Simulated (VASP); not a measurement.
A run of VASP 6.6.1 is set up as follows.

Contents of INCAR:

```
SYSTEM = NbAs
  PREC = Accurate
  ENCUT = 520
  EDIFF = 1E-6
  ISMEAR = 0
  SIGMA = 0.15
  LREAL = .False.
  LASPH = .True.
  NELM = 80
  ALGO = Normal
  ISIF = 2
  LWAVE = .False.
  LCHARG = .False.
  NBANDS = 26
```

Contents of KPOINTS:

```
Automatic mesh
0
Gamma
  14 14 14
  0 0 0
```

The input POSCAR:

```
NbAs
1.0
   -1.7089437786      1.7089437786      5.7642489817
    1.7089437786     -1.7089437786      5.7642489817
    1.7089437786      1.7089437786     -5.7642489817
Nb As
2 2
Direct
    0.7487445729      0.7487445729      0.0000000000
    0.4987445729      0.9987445729      0.5000000000
    0.1672554271      0.1672554271      0.0000000000
    0.9172554271      0.4172554271      0.5000000000
```

Potentials or basis: VASP PAW LDA potentials, release 64 (Nb_sv, As).

Launch:

```sh
$ cat potpaw_LDA.64/Nb_sv/POTCAR potpaw_LDA.64/As/POTCAR > POTCAR
$ mpirun -np 1 vasp_std > vasp.out
```

(1) What does it give for the pressure?

(2) Predict the band gap on the k mesh.

Results:

(1) 0.4 GPa.

(2) zero (bands 18 and 19 overlap by 0.07 eV).
